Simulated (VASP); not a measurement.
# In (I4/mmm) in VASP: single point with PBE+D3(BJ)

Aim: the single point of In with PBE+D3(BJ).

Program: VASP 6.6.1. These are calculated values, not measurements. Logs are shortened: lines on timing, memory, paths and dates and some standing lists are left out, and cuts for length are marked.

### Step 1. The cell of the first run

It takes space group I4/mmm (No. 139, tetragonal). Conventional cell: a = 3.389 Å, b = 3.389 Å, c = 4.595 Å, α = 90.00°, β = 90.00°, γ = 90.00°. Within 4.4 Å of In (site symmetry 4/mmm) lie 12 In at 3.32 to 3.39 Å.

### Step 2. Single point, PBE+D3(BJ)

Input file INCAR:

```
PREC     = Accurate       # precision mode
ENCUT    = 520            # plane-wave cutoff, eV
EDIFF    = 1E-6           # SCF threshold, eV
ISMEAR   = 0              # smearing method
SIGMA    = 0.1            # smearing width, eV
LREAL    = F              # projectors in reciprocal space
LASPH    = T              # aspherical terms in the spheres
NELM     = 80             # most SCF steps
ALGO     = Normal         # electronic algorithm
ISIF     = 2              # what is computed and relaxed
LWAVE    = F              # write WAVECAR
LCHARG   = F              # write CHGCAR
GGA      = PE             # functional
IVDW     = 12             # dispersion correction
NBANDS   = 12             # bands
```

Input file KPOINTS:

```
regular mesh
0
Gamma
  8 8 8
```

Input file POSCAR:

```
In
1.0
   -1.6947072700      1.6947072700      2.2973723900
    1.6947072700     -1.6947072700      2.2973723900
    1.6947072700      1.6947072700     -2.2973723900
In
1
Direct
    0.0000000000      0.0000000000      0.0000000000
```

Potentials or basis: VASP PAW PBE potentials, release 64 (In_d).

Command:

```sh
cat potpaw_PBE.64/In_d/POTCAR > POTCAR
mpirun -np 1 vasp_std > vasp.out
```

OUTCAR:

```text
PREC = Accurate
   ENCUT = 520
   EDIFF = 1E-6
   ISMEAR = 0
   LREAL = F
   LASPH = T
   NELM = 80
   ISIF = 2
   GGA = PE
   IVDW = 12
 IVDW          = 12

 ion  position               nearest neighbor table
   1  0.000  0.000  0.000-

  LATTYP: Found a body centered tetragonal cell.
 ALAT       =     3.3894145400
 C/A-ratio  =     1.3556160587

  Lattice vectors:

 A1 = (  -1.6947072700,   1.6947072700,   2.2973723900)
 A2 = (   1.6947072700,  -1.6947072700,   2.2973723900)
 A3 = (   1.6947072700,   1.6947072700,  -2.2973723900)

Analysis of symmetry for initial positions (statically):
=====================================================================
 Subroutine PRICEL returns:
 Original cell was already a primitive cell.

 Routine SETGRP: Setting up the symmetry group for a
 body centered tetragonal supercell.

 Subroutine GETGRP returns: Found 16 space group operations
 (whereof 16 operations were pure point group operations)
 out of a pool of 16 trial point group operations.

The static configuration has the point symmetry D_4h.

Analysis of symmetry for dynamics (positions and initial velocities):
=====================================================================
 Subroutine PRICEL returns:
 Original cell was already a primitive cell.

 Routine SETGRP: Setting up the symmetry group for a
 body centered tetragonal supercell.

 Subroutine GETGRP returns: Found 16 space group operations
 (whereof 16 operations were pure point group operations)
 out of a pool of 16 trial point group operations.

The dynamic configuration has the point symmetry D_4h.

 Subroutine INISYM returns: Found 16 space group operations
 (whereof 16 operations are pure point group operations),
 and found     1 'primitive' translations

----------------------------------------------------------------------------------------

                                     Primitive cell

  volume of cell :      26.3925

  direct lattice vectors                    reciprocal lattice vectors
    -1.694707270  1.694707270  2.297372390     0.000000000  0.295036204  0.217639945
     1.694707270 -1.694707270  2.297372390     0.295036204  0.000000000  0.217639945
     1.694707270  1.694707270 -2.297372390     0.295036204  0.295036204  0.000000000

  length of vectors
     3.319937554  3.319937554  3.319937554     0.366624477  0.366624477  0.417244201

  position of ions in fractional coordinates (direct lattice)
     0.000000000  0.000000000  0.000000000

  ion indices of the primitive-cell ions
   primitive index   ion index
                 1           1

----------------------------------------------------------------------------------------
[... 83 lines left out ...]
   EMIN   =  10.00;   EMAX   =-10.00  energy-range for DOS
   EFERMI =   0.00;   METHOD = LEGACY
   ISMEAR =     0;   SIGMA  =   0.10  broadening in eV -4-tet -1-fermi 0-gaus
   EFERMI_NEDOS =   21; number of points for ismear=-14 and -15
   IALGO  =     38    algorithm
   IMIX   =      4    mixing-type and parameters
     AMIX     =   0.40;   BMIX     =  1.00
     AMIX_MAG =   1.60;   BMIX_MAG =  1.00
  volume/ion in A,a.u.               =      26.39       178.11
  Fermi-wavevector in a.u.,A,eV,Ry     =   1.292892  2.443212 22.743098  1.671571
  Thomas-Fermi vector in A             =   2.424572
   LORBIT       =      0    0 simple, 1 ext, 2 COOP (PROOUT), +10 PAW based schemes
   GGA     = PE    functional components
   LHFCALC =     F    Hartree Fock is set to
   AEXX    =    0.0000 exact exchange contribution
   IVDW    =    12    specifies the selected vdW correction
   LEPSILON=     F    determine dielectric tensor
   LRPA    =     F    only Hartree local field effects (RPA)
 non-spin polarized calculation
 Gauss-broadening in eV      SIGMA  =   0.10
  energy-cutoff  :      520.00
  volume of cell :       26.39
 maximum number of plane-waves:       726
 NGX is ok and might be reduce to    28
   NGX = 13   NGY = 13   NGZ = 13

 number of electron      13.0000005 magnetization

 Free energy of the ion-electron system (eV)
  ---------------------------------------------------
  ext. energy  EPLUGINS =         0.00000000
  ---------------------------------------------------
  free energy    TOTEN  =        -2.53620781 eV

  energy without entropy =       -2.53178977  energy(sigma->0) =       -2.53399879

 E-fermi :   7.5051     XC(G=0): -10.2122

 val. band max:        7.4871260121   @ k =  -0.2500  -0.3750   0.1250
 cond. band min:       7.5085773142   @ k =  -0.3750  -0.3750   0.1250
 fundamental gap:      0.0214513020
 Fermi energy:         7.5051309761

 k-point     1 :       0.0000    0.0000    0.0000
  band No.  band energies     occupation
      1      -7.2220      2.00000
      2      -7.2220      2.00000
      3      -7.1664      2.00000
      4      -7.0626      2.00000
      5      -7.0118      2.00000
      6      -2.0602      2.00000
      7      17.8530      0.00000
      8      17.9670      0.00000
      9      17.9670      0.00000
     10      18.9440      0.00000
     11      21.3315      0.00000
     12      21.3365      0.00000
[... 331 lines left out ...]
 k-point    24 :       0.3750    0.1250    0.1250
  band No.  band energies     occupation
      1      -7.2309      2.00000
      2      -7.2028      2.00000
      3      -7.0653      2.00000
      4      -6.9931      2.00000
      5      -6.9053      2.00000
      6       3.8629      2.00000
      7       5.0913      2.00000
      8      10.9917      0.00000
      9      12.2866      0.00000
     10      18.8285      0.00000
     11      21.3014      0.00000
     12      25.1169      0.00000

 [... further k-points ...]

------------------------ aborting loop because EDIFF is reached ----------------------------------------

 Edisp (eV)   -0.33513

 E8    (eV) :    -0.1673

  FORCE on cell =-STRESS in cart. coord.  units (eV):
  Direction    XX          YY          ZZ          XY          YZ          ZX
  --------------------------------------------------------------------------------------
  -------------------------------------------------------------------------------------
  Total       0.07805     0.07805    -0.37756     0.00000     0.00000     0.00000
  in kB       4.73782     4.73782   -22.92005     0.00000     0.00000     0.00000
  external pressure =       -4.48 kB  Pullay stress =        0.00 kB

 VOLUME and BASIS-vectors are now :
 -----------------------------------------------------------------------------
  energy-cutoff  :      520.00
  volume of cell :       26.39
      direct lattice vectors                 reciprocal lattice vectors
    -1.694707270  1.694707270  2.297372390     0.000000000  0.295036204  0.217639945
     1.694707270 -1.694707270  2.297372390     0.295036204  0.000000000  0.217639945
     1.694707270  1.694707270 -2.297372390     0.295036204  0.295036204  0.000000000

 POSITION                                       TOTAL-FORCE (eV/Angst)
 -----------------------------------------------------------------------------------
      0.00000      0.00000      0.00000        -0.000000      0.000000      0.000000
 -----------------------------------------------------------------------------------
    total drift:                               -0.000000     -0.000000     -0.000000

  FREE ENERGIE OF THE ION-ELECTRON SYSTEM (eV)
  ---------------------------------------------------
  free  energy   TOTEN  =        -2.8713376075 eV

  energy  without entropy=       -2.8669195726  energy(sigma->0) =       -2.86912859
```

OSZICAR:

```text
N       E                     dE             d eps       ncg     rms          rms(c)
DAV:   1     0.800383320721E+02    0.80038E+02   -0.62826E+03  1424   0.134E+03
DAV:   2     0.119539170388E+01   -0.78843E+02   -0.76860E+02  1496   0.295E+02
DAV:   3    -0.247309123669E+01   -0.36685E+01   -0.36585E+01  1676   0.643E+01
DAV:   4    -0.255919177498E+01   -0.86101E-01   -0.86068E-01  1816   0.987E+00
DAV:   5    -0.256316184114E+01   -0.39701E-02   -0.39699E-02  1944   0.195E+00    0.224E+00
DAV:   6    -0.254081446260E+01    0.22347E-01   -0.35887E-02  1832   0.384E+00    0.112E+00
DAV:   7    -0.253646186935E+01    0.43526E-02   -0.11357E-02  1836   0.200E+00    0.254E-01
DAV:   8    -0.253620098298E+01    0.26089E-03   -0.89424E-04  2004   0.497E-01    0.332E-02
DAV:   9    -0.253620679361E+01   -0.58106E-05   -0.11611E-05  1956   0.469E-02    0.143E-02
DAV:  10    -0.253620784793E+01   -0.10543E-05   -0.13636E-06  1592   0.119E-02    0.162E-03
DAV:  11    -0.253620780529E+01    0.42640E-07   -0.45680E-08  1032   0.210E-03
   1 F= -.28713376E+01 E0= -.28691286E+01  d E =-.441803E-02
```

stdout:

```text
POSCAR found type information on POSCAR In
 POSCAR found :  1 types and       1 ions
 scaLAPACK will be used
 LDA part: xc-table for (Slater+PW92), standard interpolation
 POSCAR, INCAR and KPOINTS ok, starting setup
 FFT: planning ... GRIDC
 FFT: planning ... GRID_SOFT
 FFT: planning ... GRID
 WAVECAR not read
 entering main loop
```

Run time: 15 s. Hardware: 1 thread of Intel Xeon Platinum 8375C at 2.90GHz (Ice Lake), shared host; peak memory 0.17 GiB.

Results:

| Item | Value |
| --- | --- |
| Free energy | -2.8713 eV |
| Pressure | -0.4 GPa |
| Dispersion energy per atom | -0.335 eV |

Caveat: spin-orbit coupling is left out, which moves the levels of the heavy elements; pairwise dispersion overbinds metals, which lowers pressure and volume.
